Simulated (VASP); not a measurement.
# ZrH2 (Fm-3m) in VASP: further runs

The runs below take ZrH2 through single point, with PBEsol.

All numbers are computed with VASP 6.6.1; they aren't measurements. Logs are shortened: lines on timing, memory, paths and dates and some standing lists are left out, and cuts for length are marked.

## Step 1: The cell of the first run

Symmetry: Fm-3m, No. 225, cubic system. Conventional cell: a = 4.936 Å, b = 4.936 Å, c = 4.936 Å, α = 90.00°, β = 90.00°, γ = 90.00°. Zr (site symmetry m-3m) has 8 H at 2.14 Å within 2.8 Å. H (site symmetry -43m) has 4 Zr at 2.14 Å and 6 H at 2.47 Å within 2.8 Å.

## Step 2: Single point, PBEsol

INCAR reads:

```
SYSTEM = ZrH2
PREC     = Accurate       ! precision mode
ENCUT    = 520            ! plane-wave cutoff, eV
EDIFF    = 1E-7           ! SCF threshold, eV
ISMEAR   = 0              ! smearing method
SIGMA    = 0.01           ! smearing width, eV
LREAL    = .FALSE.        ! projectors in reciprocal space
LASPH    = .TRUE.         ! aspherical terms in the spheres
NELM     = 60             ! most SCF steps
ALGO     = Normal         ! electronic algorithm
ISIF     = 2              ! what is computed and relaxed
LWAVE    = .FALSE.        ! write WAVECAR
LCHARG   = .TRUE.         ! write CHGCAR
GGA      = PS             ! functional
LELF     = .TRUE.         ! ELF
LVHAR    = .TRUE.       
NBANDS   = 14             ! bands
```

KPOINTS reads:

```
Automatic mesh
0
G
  8 8 8
  0 0 0
```

POSCAR reads:

```
ZrH2
1.0
    0.0000000000      2.4680096256      2.4680096256
    2.4680096256      0.0000000000      2.4680096256
    2.4680096256      2.4680096256      0.0000000000
Zr H
1 2
Direct
    0.0000000000      0.0000000000      0.0000000000
    0.7500000000      0.7500000000      0.7500000000
    0.2500000000      0.2500000000      0.2500000000
```

Potentials or basis: VASP PAW PBE potentials, release 64 (Zr_sv, H).

Command:

```sh
cat potpaw_PBE.64/Zr_sv/POTCAR potpaw_PBE.64/H/POTCAR > POTCAR
mpirun -np 1 vasp_std > vasp.out
```

OUTCAR:

```text
SYSTEM = ZrH2
   PREC = Accurate
   ENCUT = 520
   EDIFF = 1E-7
   ISMEAR = 0
   LREAL = .FALSE.
   LASPH = .TRUE.
   NELM = 60
   ISIF = 2
   GGA = PS

 ion  position               nearest neighbor table
   1  0.000  0.000  0.000-   2 2.14   2 2.14   2 2.14   2 2.14   3 2.14   3 2.14   3 2.14   3 2.14

   2  0.750  0.750  0.750-   1 2.14   1 2.14   1 2.14   1 2.14
   3  0.250  0.250  0.250-   1 2.14   1 2.14   1 2.14   1 2.14

  LATTYP: Found a face centered cubic cell.
 ALAT       =     4.9360192512

  Lattice vectors:

 A1 = (   0.0000000000,   2.4680096256,   2.4680096256)
 A2 = (   2.4680096256,   0.0000000000,   2.4680096256)
 A3 = (   2.4680096256,   2.4680096256,   0.0000000000)

Analysis of symmetry for initial positions (statically):
=====================================================================
 Subroutine PRICEL returns:
 Original cell was already a primitive cell.

 Routine SETGRP: Setting up the symmetry group for a
 face centered cubic supercell.

 Subroutine GETGRP returns: Found 48 space group operations
 (whereof 48 operations were pure point group operations)
 out of a pool of 48 trial point group operations.

The static configuration has the point symmetry O_h .

Analysis of symmetry for dynamics (positions and initial velocities):
=====================================================================
 Subroutine PRICEL returns:
 Original cell was already a primitive cell.

 Routine SETGRP: Setting up the symmetry group for a
 face centered cubic supercell.

 Subroutine GETGRP returns: Found 48 space group operations
 (whereof 48 operations were pure point group operations)
 out of a pool of 48 trial point group operations.

The dynamic configuration has the point symmetry O_h .

 Subroutine INISYM returns: Found 48 space group operations
 (whereof 48 operations are pure point group operations),
 and found     1 'primitive' translations

----------------------------------------------------------------------------------------

                                     Primitive cell

  volume of cell :      30.0656

  direct lattice vectors                    reciprocal lattice vectors
     0.000000000  2.468009626  2.468009626    -0.202592403  0.202592403  0.202592403
     2.468009626  0.000000000  2.468009626     0.202592403 -0.202592403  0.202592403
     2.468009626  2.468009626  0.000000000     0.202592403  0.202592403 -0.202592403

  length of vectors
     3.490292685  3.490292685  3.490292685     0.350900335  0.350900335  0.350900335

  position of ions in fractional coordinates (direct lattice)
     0.000000000  0.000000000  0.000000000
     0.750000000  0.750000000  0.750000000
     0.250000000  0.250000000  0.250000000

  ion indices of the primitive-cell ions
   primitive index   ion index
                 1           1
                 2           2
                 3           3

----------------------------------------------------------------------------------------

 KPOINTS: Automatic mesh

Automatic generation of k-mesh.
 Grid dimensions read from file:
 generate k-points for:    8    8    8

 Generating k-lattice:

  Cartesian coordinates                     Fractional coordinates (reciprocal lattice)
    -0.025324050  0.025324050  0.025324050     0.125000000  0.000000000  0.000000000
     0.025324050 -0.025324050  0.025324050     0.000000000  0.125000000  0.000000000
     0.025324050  0.025324050 -0.025324050     0.000000000  0.000000000  0.125000000

  Length of vectors
     0.043862542  0.043862542  0.043862542

  Shift w.r.t. Gamma in fractional coordinates (k-lattice)
     0.000000000  0.000000000  0.000000000

 Subroutine IBZKPT returns following result:
 ===========================================

 Found     29 irreducible k-points:

 Following reciprocal coordinates:
            Coordinates               Weight
  0.000000  0.000000  0.000000      1.000000
  0.125000  0.000000  0.000000      8.000000
  0.250000  0.000000  0.000000      8.000000
  0.375000  0.000000  0.000000      8.000000
  0.500000  0.000000  0.000000      4.000000
  0.125000  0.125000  0.000000      6.000000
[... 16 lines left out ...]
  0.500000  0.250000  0.125000     48.000000
 -0.375000  0.250000  0.125000     24.000000
 [... further k-points ...]
   k-points           NKPTS =     29   k-points in BZ     NKDIM =     29   number of bands    NBANDS=     14
   number of dos      NEDOS =    301   number of ions     NIONS =      3
   total plane-waves  NPLWV =  21952
   dimension x,y,z NGX =    28 NGY =   28 NGZ =   28
   dimension x,y,z NGXF=    56 NGYF=   56 NGZF=   56
   ions per type =               1   2
   NGX,Y,Z   is equivalent  to a cutoff of  13.34, 13.34, 13.34 a.u.
   NGXF,Y,Z  is equivalent  to a cutoff of  26.67, 26.67, 26.67 a.u.
 SYSTEM =  ZrH2
   PREC   = accura    normal or accurate (medium, high low for compatibility)
   ISTART =      0    job   : 0-new  1-cont  2-samecut
   ICHARG =      2    charge: 1-file 2-atom 10-const
   ISPIN  =      1    spin polarized calculation?
   LNONCOLLINEAR =      F non collinear calculations
   LSORBIT =      F    spin-orbit coupling
   LASPH  =      T    aspherical Exc in radial PAW
   ENCUT  =  520.0 eV  38.22 Ry    6.18 a.u.   6.49  6.49  6.49*2*pi/ulx,y,z
   NELM   =     60;   NELMIN=  2; NELMDL= -5     # of ELM steps
   EDIFF  = 0.1E-06   stopping-criterion for ELM
   LREAL  =      F    real-space projection
   EDIFFG = 0.1E-05   stopping-criterion for IOM
   NSW    =      0    number of steps for IOM
   IBRION =     -1    ionic relax: 0-MD 1-quasi-New 2-CG
   NFREE  =      0    steps in history (QN), initial steepest desc. (CG)
   ISIF   =      2    stress and relaxation
   ISYM   =      2    0-nonsym 1-usesym 2-fastsym
   POTIM  = 0.5000    time-step for ionic-motion
   TEBEG  =    0.0;   TEEND  =   0.0 temperature during run
   PSTRESS=    0.0 pullay stress
   NELECT =      14.0000    total number of electrons
   NUPDOWN=      -1.0000    fix difference up-down
   EMIN   =  10.00;   EMAX   =-10.00  energy-range for DOS
   EFERMI =   0.00;   METHOD = LEGACY
   ISMEAR =     0;   SIGMA  =   0.01  broadening in eV -4-tet -1-fermi 0-gaus
   EFERMI_NEDOS =   21; number of points for ismear=-14 and -15
   IALGO  =     38    algorithm
   IMIX   =      4    mixing-type and parameters
     AMIX     =   0.40;   BMIX     =  1.00
     AMIX_MAG =   1.60;   BMIX_MAG =  1.00
  volume/ion in A,a.u.               =      10.02        67.63
  Fermi-wavevector in a.u.,A,eV,Ry     =   1.268900  2.397873 21.906832  1.610107
  Thomas-Fermi vector in A             =   2.401970
   LORBIT       =      0    0 simple, 1 ext, 2 COOP (PROOUT), +10 PAW based schemes
   GGA     = PS    functional components
   LHFCALC =     F    Hartree Fock is set to
   AEXX    =    0.0000 exact exchange contribution
   IVDW    =     0    specifies the selected vdW correction
   LEPSILON=     F    determine dielectric tensor
   LRPA    =     F    only Hartree local field effects (RPA)
 non-spin polarized calculation
 Gauss-broadening in eV      SIGMA  =   0.01
  energy-cutoff  :      520.00
  volume of cell :       30.07
 maximum number of plane-waves:       869
 NGX is ok and might be reduce to    28
   NGX = 13   NGY = 13   NGZ = 13

 number of electron      14.0000001 magnetization

 Free energy of the ion-electron system (eV)
  ---------------------------------------------------
  ext. energy  EPLUGINS =         0.00000000
  ---------------------------------------------------
  free energy    TOTEN  =       -17.45837980 eV

  energy without entropy =      -17.45823922  energy(sigma->0) =      -17.45830951

 E-fermi :   7.6126     XC(G=0): -10.9472

 val. band max:        7.5390344603   @ k =   0.1250   0.1250   0.0000
 cond. band min:       7.6174159038   @ k =   0.2500   0.0000   0.0000
 fundamental gap:      0.0783814434
 Fermi energy:         7.6126444848

 k-point     1 :       0.0000    0.0000    0.0000
  band No.  band energies     occupation
      1     -41.7895      2.00000
      2     -19.6152      2.00000
      3     -19.6152      2.00000
      4     -19.6152      2.00000
      5      -1.7255      2.00000
      6       6.3349      2.00000
      7       7.2428      2.00000
      8       7.2428      2.00000
      9       7.2428      2.00000
     10       9.5922      0.00000
     11       9.5922      0.00000
     12      17.9670      0.00000
     13      19.4111      0.00000
     14      19.4111      0.00000

 k-point     2 :       0.1250    0.0000    0.0000
  band No.  band energies     occupation
      1     -41.7816      2.00000
      2     -19.6922      2.00000
      3     -19.6246      2.00000
      4     -19.6246      2.00000
      5      -1.3785      2.00000
      6       4.7584      2.00000
      7       7.4145      2.00000
      8       7.4145      2.00000
      9       9.2388      0.00000
     10       9.4510      0.00000
     11       9.4510      0.00000
     12      16.2914      0.00000
     13      20.1315      0.00000
     14      20.1315      0.00000

 k-point     3 :       0.2500    0.0000    0.0000
  band No.  band energies     occupation
      1     -41.7624      2.00000
      2     -19.8733      2.00000
      3     -19.6472      2.00000
      4     -19.6472      2.00000
      5      -0.5136      2.00000
      6       3.4399      2.00000
      7       7.6174      0.49982
      8       7.6174      0.49981
      9       9.5188      0.00000
     10       9.5188      0.00000
     11      11.4524      0.00000
     12      15.0246      0.00000
     13      18.3479      0.00000
     14      21.7205      0.00000
[... 324 lines left out ...]
 k-point    23 :       0.5000    0.2500    0.1250
  band No.  band energies     occupation
      1     -41.7326      2.00000
      2     -20.0114      2.00000
      3     -19.7953      2.00000
      4     -19.7036      2.00000
      5       1.0753      2.00000
      6       2.4040      2.00000
      7       6.4151      2.00000
      8       8.3333      0.00000
      9       9.6322      0.00000
     10      11.2757      0.00000
     11      13.5573      0.00000
     12      14.7343      0.00000
     13      15.4560      0.00000
     14      18.0525      0.00000

 k-point    24 :      -0.3750    0.2500    0.1250
  band No.  band energies     occupation
      1     -41.7262      2.00000
      2     -20.0495      2.00000
      3     -19.8155      2.00000
      4     -19.7177      2.00000
      5       1.2429      2.00000
      6       2.5807      2.00000
      7       6.2094      2.00000
      8       8.1871      0.00000
      9      10.3731      0.00000
     10      11.4399      0.00000
     11      12.6771      0.00000
     12      14.8734      0.00000
     13      15.2217      0.00000
     14      18.0542      0.00000

 [... further k-points ...]

------------------------ aborting loop because EDIFF is reached ----------------------------------------

  FORCE on cell =-STRESS in cart. coord.  units (eV):
  Direction    XX          YY          ZZ          XY          YZ          ZX
  --------------------------------------------------------------------------------------
  -------------------------------------------------------------------------------------
  Total       -2.3198698     -2.3198698     -2.3198698      0.0000000      0.0000000      0.0000000
  in kB     -123.6242450   -123.6242450   -123.6242450      0.0000000      0.0000000      0.0000000
  external PRESSURE =    -123.6242450 kB  Pullay stress =       0.0000000 kB

 VOLUME and BASIS-vectors are now :
 -----------------------------------------------------------------------------
  energy-cutoff  :      520.00
  volume of cell :       30.07
      direct lattice vectors                 reciprocal lattice vectors
     0.000000000  2.468009626  2.468009626    -0.202592403  0.202592403  0.202592403
     2.468009626  0.000000000  2.468009626     0.202592403 -0.202592403  0.202592403
     2.468009626  2.468009626  0.000000000     0.202592403  0.202592403 -0.202592403

 POSITION                                       TOTAL-FORCE (eV/Angst)
 -----------------------------------------------------------------------------------
      0.00000      0.00000      0.00000         0.000000     -0.000000     -0.000000
      3.70201      3.70201      3.70201        -0.000000     -0.000000     -0.000000
      1.23400      1.23400      1.23400         0.000000      0.000000      0.000000
 -----------------------------------------------------------------------------------
    total drift:                               -0.000000     -0.000000      0.000000

  FREE ENERGIE OF THE ION-ELECTRON SYSTEM (eV)
  ---------------------------------------------------
  free  energy   TOTEN  =       -17.4583798019 eV

  energy  without entropy=      -17.4582392210  energy(sigma->0) =      -17.45830951
```

Wall time 27 s (1 thread of Intel Xeon 8259CL, shared host); peak memory 0.16 GiB.

Results:

```
Free energy            : -17.4584 eV
Pressure               : -12.4 GPa
Band gap on the k mesh : zero (bands 7 and 8 overlap by 0.40 eV)
```

Caveat: the cell stands under tension; the PAW data sets were made with another functional, which shifts forces and pressure a little.

## Step 3: Single point, PBEsol

This run uses another cell than the first one, of 10.25 Å³/atom.

INCAR reads:

```
SYSTEM = ZrH2
PREC     = Accurate       ! precision mode
ENCUT    = 520            ! plane-wave cutoff, eV
EDIFF    = 1E-7           ! SCF threshold, eV
ISMEAR   = 0              ! smearing method
SIGMA    = 0.01           ! smearing width, eV
LREAL    = .False.        ! projectors in reciprocal space
LASPH    = .True.         ! aspherical terms in the spheres
NELM     = 100            ! most SCF steps
ALGO     = Normal         ! electronic algorithm
ISIF     = 2              ! what is computed and relaxed
LWAVE    = .False.        ! write WAVECAR
LCHARG   = .True.         ! write CHGCAR
GGA      = PS             ! functional
LELF     = .True.         ! ELF
LVHAR    = .True.       
NBANDS   = 14             ! bands
```

KPOINTS reads:

```
regular mesh
0
Gamma
  8 8 8
  0 0 0
```

POSCAR reads:

```
ZrH2
1.0
    0.0000000000      2.4869950612      2.4869950612
    2.4869950612      0.0000000000      2.4869950612
    2.4869950612      2.4869950612      0.0000000000
Zr H
1 2
Direct
    0.0000000000      0.0000000000      0.0000000000
    0.7500000000      0.7500000000      0.7500000000
    0.2500000000      0.2500000000      0.2500000000
```

Potentials or basis: VASP PAW PBE potentials, release 64 (Zr_sv, H).

Command:

```sh
cat potpaw_PBE.64/Zr_sv/POTCAR potpaw_PBE.64/H/POTCAR > POTCAR
mpirun -np 1 vasp_std > vasp.out
```

It took 30 s on 1 thread of Intel Xeon 8259CL, shared host; peak memory 0.16 GiB.

Results (log left out):

```yaml
Free_energy: -17.4008 eV
Pressure: -14.3 GPa
Band_gap_on_the_k_mesh: zero (bands 7 and 8 overlap by 0.39 eV)
```

Levels at points of the mesh, in eV from the Fermi level:
```csv
k point,band 3,band 4,band 5,band 6,band 7,band 8,band 9,band 10,band 11,band 12
"(0.00, 0.00, 0.00)",-27.29,-27.29,-9.23,-1.27,-0.36,-0.36,-0.36,1.92,1.92,10.22
"(0.50, 0.00, 0.00)",-27.35,-27.35,-7.02,-4.52,-0.24,-0.24,3.09,3.09,4.48,5.48
"(0.50, 0.50, 0.00)",-27.45,-27.45,-6.10,-4.64,-3.09,3.25,3.29,3.29,6.03,6.03
```

Caveat: the cell stands under tension; the PAW data sets were made with another functional, which shifts forces and pressure a little.
